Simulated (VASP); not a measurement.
# Ti2NbC3 (Fmmm) in VASP: notebook

Runs on Ti2NbC3. Level: PBE. Tasks: single point, relaxation of cell and atoms.

Everything below comes from runs of VASP 6.6.1. Logs are shortened: lines on timing, memory, paths and dates and some standing lists are left out, and cuts for length are marked.

### 1 The cell of the first run

Symmetry: Fmmm, No. 69, orthorhombic system. Conventional cell: a = 5.258 Å, b = 7.604 Å, c = 9.492 Å, α = 90.00°, β = 90.00°, γ = 90.00°. Ti (site symmetry 222) has 2 C at 1.90 Å within 2.5 Å. Nb (site symmetry mmm) has 6 C at 2.63 to 2.71 Å and 8 Ti at 3.31 Å within 3.5 Å. Within 2.5 Å of C (site symmetry 2/m) lie 2 Ti at 1.90 Å. C (site symmetry mmm) has 2 Nb at 2.63 Å and 4 C at 2.71 Å and 8 Ti at 3.31 Å within 3.5 Å.

### 2 Single point, PBE

Input file INCAR:

```
SYSTEM = Ti2NbC3
  PREC = Accurate
  ENCUT = 520
  EDIFF = 1E-6
  ISMEAR = 0
  SIGMA = 0.1
  LREAL = .FALSE.
  LASPH = .TRUE.
  NELM = 60
  ALGO = Normal
  ISIF = 2
  LWAVE = .FALSE.
  LCHARG = .TRUE.
  GGA = PE
  LELF = .TRUE.
  LVHAR = .TRUE.
  NBANDS = 34
```

Input file KPOINTS:

```
Automatic mesh
0
G
  4 4 4
  0 0 0
```

Input file POSCAR:

```
Ti2NbC3
1.0
    0.0000000000      3.8017557800      4.7461794600
    2.6288631200      0.0000000000      4.7461794600
    2.6288631200      3.8017557800      0.0000000000
Ti Nb C
2 1 3
Direct
    0.7500000000      0.7500000000      0.7500000000
    0.2500000000      0.2500000000      0.2500000000
    0.0000000000      0.0000000000      0.0000000000
    0.0000000000      0.5000000000      0.0000000000
    0.5000000000      0.0000000000      0.5000000000
    0.5000000000      0.5000000000      0.5000000000
```

Potentials or basis: VASP PAW PBE potentials, release 64 (Ti_sv, Nb_sv, C).

On the command line:

```
$ cat potpaw_PBE.64/Ti_sv/POTCAR potpaw_PBE.64/Nb_sv/POTCAR potpaw_PBE.64/C/POTCAR > POTCAR
$ mpirun -np 1 vasp_std > vasp.out
```

OUTCAR:

```text
SYSTEM = Ti2NbC3
   PREC = Accurate
   ENCUT = 520
   EDIFF = 1E-6
   ISMEAR = 0
   LREAL = .FALSE.
   LASPH = .TRUE.
   NELM = 60
   ISIF = 2
   GGA = PE

 ion  position               nearest neighbor table
   1  0.750  0.750  0.750-   4 1.90   5 1.90   2 2.63   2 2.63
   2  0.250  0.250  0.250-   4 1.90   5 1.90   1 2.63   1 2.63
   3  0.000  0.000  0.000-
   4  0.000  0.500  0.000-   1 1.90   2 1.90
   5  0.500  0.000  0.500-   1 1.90   2 1.90
   6  0.500  0.500  0.500-

  LATTYP: Found a face centered orthorhombic cell.
 ALAT       =     5.2577262400
 B/A-ratio  =     1.4461596540
 C/A-ratio  =     1.8054114054

  Lattice vectors:

 A1 = (   0.0000000000,   3.8017557800,   4.7461794600)
 A2 = (   2.6288631200,   0.0000000000,   4.7461794600)
 A3 = (   2.6288631200,   3.8017557800,   0.0000000000)

Analysis of symmetry for initial positions (statically):
=====================================================================
 Subroutine PRICEL returns:
 Original cell was already a primitive cell.

 Routine SETGRP: Setting up the symmetry group for a
 face centered orthorhombic supercell.

 Subroutine GETGRP returns: Found  8 space group operations
 (whereof  8 operations were pure point group operations)
 out of a pool of  8 trial point group operations.

The static configuration has the point symmetry D_2h.

Analysis of symmetry for dynamics (positions and initial velocities):
=====================================================================
 Subroutine PRICEL returns:
 Original cell was already a primitive cell.

 Routine SETGRP: Setting up the symmetry group for a
 face centered orthorhombic supercell.

 Subroutine GETGRP returns: Found  8 space group operations
 (whereof  8 operations were pure point group operations)
 out of a pool of  8 trial point group operations.

The dynamic configuration has the point symmetry D_2h.

 Subroutine INISYM returns: Found  8 space group operations
 (whereof  8 operations are pure point group operations),
 and found     1 'primitive' translations

----------------------------------------------------------------------------------------

                                     Primitive cell

  volume of cell :      94.8694

  direct lattice vectors                    reciprocal lattice vectors
     0.000000000  3.801755780  4.746179460    -0.190196285  0.131518180  0.105347892
[... 88 lines left out ...]
   LREAL  =      F    real-space projection
   EDIFFG = 0.1E-04   stopping-criterion for IOM
   NSW    =      0    number of steps for IOM
   IBRION =     -1    ionic relax: 0-MD 1-quasi-New 2-CG
   NFREE  =      0    steps in history (QN), initial steepest desc. (CG)
   ISIF   =      2    stress and relaxation
   ISYM   =      2    0-nonsym 1-usesym 2-fastsym
   POTIM  = 0.5000    time-step for ionic-motion
   TEBEG  =    0.0;   TEEND  =   0.0 temperature during run
   PSTRESS=    0.0 pullay stress
   NELECT =      49.0000    total number of electrons
   NUPDOWN=      -1.0000    fix difference up-down
   EMIN   =  10.00;   EMAX   =-10.00  energy-range for DOS
   EFERMI =   0.00;   METHOD = LEGACY
   ISMEAR =     0;   SIGMA  =   0.10  broadening in eV -4-tet -1-fermi 0-gaus
   EFERMI_NEDOS =   21; number of points for ismear=-14 and -15
   IALGO  =     38    algorithm
   IMIX   =      4    mixing-type and parameters
     AMIX     =   0.40;   BMIX     =  1.00
     AMIX_MAG =   1.60;   BMIX_MAG =  1.00
  volume/ion in A,a.u.               =      15.81       106.70
  Fermi-wavevector in a.u.,A,eV,Ry     =   1.313504  2.482163 23.474034  1.725293
  Thomas-Fermi vector in A             =   2.443822
   LORBIT       =      0    0 simple, 1 ext, 2 COOP (PROOUT), +10 PAW based schemes
   GGA     = PE    functional components
   LHFCALC =     F    Hartree Fock is set to
   AEXX    =    0.0000 exact exchange contribution
   IVDW    =     0    specifies the selected vdW correction
   LEPSILON=     F    determine dielectric tensor
   LRPA    =     F    only Hartree local field effects (RPA)
 non-spin polarized calculation
 Gauss-broadening in eV      SIGMA  =   0.10
  energy-cutoff  :      520.00
  volume of cell :       94.87
 maximum number of plane-waves:      2578
 NGX is ok and might be reduce to    48
   NGX = 23   NGY = 21   NGZ = 17

 number of electron      48.9999999 magnetization

 Free energy of the ion-electron system (eV)
  ---------------------------------------------------
  ext. energy  EPLUGINS =         0.00000000
  ---------------------------------------------------
  free energy    TOTEN  =       -42.37348662 eV

  energy without entropy =      -42.35578550  energy(sigma->0) =      -42.36463606

 E-fermi :   5.8509     XC(G=0): -10.6833

 val. band max:        5.8405281462   @ k =  -0.2500   0.2500   0.2500
 cond. band min:       5.9528106537   @ k =   0.5000   0.0000   0.5000
 fundamental gap:      0.1122825074
 Fermi energy:         5.8509194627

 k-point     1 :       0.0000    0.0000    0.0000
  band No.  band energies     occupation
      1     -50.7177      2.00000
      2     -50.5923      2.00000
      3     -49.9297      2.00000
      4     -27.3964      2.00000
      5     -27.0926      2.00000
      6     -27.0049      2.00000
[... 655 lines left out ...]
     33       8.1495      0.00000
     34       8.8855      0.00000

------------------------ aborting loop because EDIFF is reached ----------------------------------------

  FORCE on cell =-STRESS in cart. coord.  units (eV):
  Direction    XX          YY          ZZ          XY          YZ          ZX
  --------------------------------------------------------------------------------------
  -------------------------------------------------------------------------------------
  Total      -12.0203948     14.7635422    -16.8268015      0.0000000      0.0000000      0.0000000
  in kB     -203.0032426    249.3301573   -284.1749646      0.0000000      0.0000000      0.0000000
  external PRESSURE =     -79.2826833 kB  Pullay stress =       0.0000000 kB

 VOLUME and BASIS-vectors are now :
 -----------------------------------------------------------------------------
  energy-cutoff  :      520.00
  volume of cell :       94.87
      direct lattice vectors                 reciprocal lattice vectors
     0.000000000  3.801755780  4.746179460    -0.190196285  0.131518180  0.105347892
     2.628863120  0.000000000  4.746179460     0.190196285 -0.131518180  0.105347892
     2.628863120  3.801755780  0.000000000     0.190196285  0.131518180 -0.105347892

 POSITION                                       TOTAL-FORCE (eV/Angst)
 -----------------------------------------------------------------------------------
      3.94329      5.70263      7.11927         0.000000     -0.000000      0.000000
      1.31443      1.90088      2.37309        -0.000000      0.000000     -0.000000
      0.00000      0.00000      0.00000         0.000000     -0.000000      0.000000
      1.31443      0.00000      2.37309         0.000000     -0.000000      0.000000
      1.31443      3.80176      2.37309        -0.000000     -0.000000      0.000000
      2.62886      3.80176      4.74618        -0.000000     -0.000000      0.000000
 -----------------------------------------------------------------------------------
    total drift:                               -0.000000     -0.000000      0.000000

  FREE ENERGIE OF THE ION-ELECTRON SYSTEM (eV)
  ---------------------------------------------------
  free  energy   TOTEN  =       -42.3734866247 eV

  energy  without entropy=      -42.3557854984  energy(sigma->0) =      -42.36463606
```

OSZICAR:

```text
N       E                     dE             d eps       ncg     rms          rms(c)
DAV:   1     0.594279272550E+03    0.59428E+03   -0.23751E+04  1224   0.154E+03
DAV:   2     0.274373879022E+02   -0.56684E+03   -0.54550E+03  1268   0.503E+02
DAV:   3    -0.474498675924E+02   -0.74887E+02   -0.70249E+02  2110   0.159E+02
DAV:   4    -0.550902620630E+02   -0.76404E+01   -0.74141E+01  1910   0.448E+01
DAV:   5    -0.556179943771E+02   -0.52773E+00   -0.52485E+00  1952   0.112E+01    0.268E+01
DAV:   6    -0.516218605248E+02    0.39961E+01   -0.19598E+02  1874   0.617E+01    0.187E+01
DAV:   7    -0.428205482168E+02    0.88013E+01   -0.43188E+01  1884   0.347E+01    0.811E+00
DAV:   8    -0.425122261787E+02    0.30832E+00   -0.35681E+00  1838   0.101E+01    0.621E+00
DAV:   9    -0.424087461787E+02    0.10348E+00   -0.49737E-01  1832   0.479E+00    0.359E+00
DAV:  10    -0.424268970909E+02   -0.18151E-01   -0.73324E-01  2026   0.495E+00    0.176E+00
DAV:  11    -0.423747634585E+02    0.52134E-01   -0.13213E-01  1806   0.230E+00    0.629E-01
DAV:  12    -0.423751743343E+02   -0.41088E-03   -0.53594E-02  1908   0.133E+00    0.299E-01
DAV:  13    -0.423734494522E+02    0.17249E-02   -0.68637E-03  1644   0.447E-01    0.839E-02
DAV:  14    -0.423735068158E+02   -0.57364E-04   -0.92139E-04  2084   0.182E-01    0.456E-02
DAV:  15    -0.423734862613E+02    0.20555E-04   -0.10440E-04  1860   0.649E-02    0.126E-02
DAV:  16    -0.423734866247E+02   -0.36342E-06   -0.96802E-06  1824   0.187E-02
   1 F= -.42373487E+02 E0= -.42364636E+02  d E =-.177011E-01
```

Wall time 54 s (1 thread of AMD EPYC 9R45 (Zen 5), shared host); peak memory 0.24 GiB.

Results:

```
Free energy : -42.3735 eV
Pressure    : -7.9 GPa
```

Levels at points of the mesh, in eV from the Fermi level:
| k point | band 23 | band 24 | band 25 | band 26 | band 27 | band 28 |
| --- | --- | --- | --- | --- | --- | --- |
| (0.00, 0.00, 0.00) | -0.73 | -0.46 | -0.40 | 0.76 | 1.14 | 1.17 |
| (0.50, 0.00, 0.00) | -0.96 | -0.43 | 0.24 | 0.49 | 0.83 | 0.96 |
| (0.50, 0.50, 0.00) | -0.76 | -0.57 | -0.38 | -0.30 | -0.06 | 1.18 |
| (0.50, 0.00, 0.50) | -0.88 | 0.10 | 0.26 | 0.58 | 0.66 | 1.10 |
| (0.00, 0.50, 0.50) | -0.95 | -0.17 | -0.15 | 0.17 | 0.62 | 0.79 |

Caveat: the k points lie up to 0.40 Å⁻¹ apart.

### 3 Relaxation of cell and atoms, PBE

Input file INCAR:

```
SYSTEM = Ti2NbC3
PREC = Accurate
ENCUT = 600
EDIFF = 1E-6
ISMEAR = 0
SIGMA = 0.1
LREAL = .FALSE.
LASPH = .TRUE.
NELM = 60
ALGO = Normal
ISIF = 3
LWAVE = .FALSE.
LCHARG = .FALSE.
GGA = PE
IBRION = 2
NSW = 90
EDIFFG = -0.04
```

KPOINTS is that of step 2.

POSCAR is that of step 2.

Potentials or basis: VASP PAW PBE potentials, release 64 (Ti_sv, Nb_sv, C).

On the command line:

```
$ cat potpaw_PBE.64/Ti_sv/POTCAR potpaw_PBE.64/Nb_sv/POTCAR potpaw_PBE.64/C/POTCAR > POTCAR
$ mpirun -np 1 vasp_std > vasp.out
```

Run time: 20 min. Hardware: 1 thread of AMD EPYC 9R45 (Zen 5), shared host; peak memory 0.31 GiB.

The run converged. Its results:

```yaml
Free_energy: -47.4984 eV
Relaxed_volume: 12.80 Å³/atom
Relaxed_cell: a = 5.203 Å, b = 4.259 Å, c = 5.191 Å, α = 65.96°, β = 48.38°, γ = 65.66°
Space_group_after_relaxing_to_0.05_Å: Fmmm (No. 69)
Energy_gained_by_relaxing: 854.1 meV/atom
Ionic_steps: 32
Pressure_after_relaxing: 0.1 GPa
```

Stress tensor (GPa, compression positive):
```
 0.39  0.00  0.00
 0.00 -0.26  0.00
 0.00  0.00  0.15
```

Step by step:
```tsv
step	energy change (eV)	largest force (eV/Å)	pressure (GPa)	volume (Å³)
1	0.0000	0.0000	-7.95	94.87
2	-3.5518	0.0000	-11.88	82.87
3	-4.1334	0.0000	-4.20	77.02
4	-4.5429	0.0000	9.53	70.78
5	-4.5815	0.0000	5.77	72.06
6	-4.8025	0.0000	-2.85	75.76
7	-4.8035	0.0000	-5.24	77.13
8	-4.8080	0.0000	-4.12	76.47
9	-4.8515	0.0000	2.06	74.17
10	-4.8569	0.0000	0.39	74.74
11	-4.8679	0.0000	0.70	74.74
12	-4.8738	0.0000	1.20	74.72
13	-4.8803	0.0000	0.51	75.12
14	-4.8970	0.0000	-1.42	76.31
15	-4.9666	0.0000	-5.02	78.58
16	-4.9090	0.0000	-10.98	82.70
17	-4.9809	0.0000	-6.40	79.55
18	-4.9821	0.0000	-6.47	79.60
19	-4.9853	0.0000	-6.65	79.76
20	-4.9898	0.0000	-7.06	80.08
21	-4.9914	0.0000	-7.88	80.69
22	-4.9918	0.0000	-7.45	80.39
23	-4.9976	0.0000	-7.30	80.31
24	-5.0142	0.0000	-6.80	80.05
25	-5.0442	0.0000	-5.78	79.54
26	-5.0899	0.0000	-3.63	78.51
27	-5.1219	0.0000	1.06	76.43
28	-5.1223	0.0000	0.57	76.64
29	-5.1229	0.0000	0.52	76.66
30	-5.1243	0.0000	0.35	76.74
31	-5.1246	0.0000	-0.05	76.88
32	-5.1248	0.0000	0.09	76.82
```

Final structure:
```
CELL_PARAMETERS angstrom
0.00000 4.23517 3.02234
3.00091 0.00000 3.02234
3.00091 4.23517 0.00000
ATOMIC_POSITIONS crystal
Ti 0.75000 0.75000 0.75000
Ti 0.25000 0.25000 0.25000
Nb 0.00000 0.00000 0.00000
C 0.00000 0.50000 0.00000
C 0.50000 0.00000 0.50000
C 0.50000 0.50000 0.50000
```

Levels at points of the mesh, in eV from the Fermi level:
```tsv
k point	band 22	band 23	band 24	band 25	band 26	band 27	band 28	band 29
(0.00, 0.00, 0.00)	-1.18	-0.45	-0.44	-0.19	-0.12	1.48	2.29	2.31
(0.50, 0.00, 0.00)	-0.95	-0.40	-0.27	0.58	0.69	0.74	1.35	1.48
(0.50, 0.50, 0.00)	-0.84	-0.72	-0.11	0.20	0.34	1.00	1.34	1.51
(0.50, 0.00, 0.50)	-1.39	-0.59	-0.52	-0.45	-0.15	0.43	1.76	2.64
(0.00, 0.50, 0.50)	-0.82	-0.74	-0.11	0.16	0.33	0.98	1.40	1.51
```

Caveat: the k points lie up to 0.41 Å⁻¹ apart in the final cell; the volume moved by over 15 % at a fixed basis, so the end points are rough.
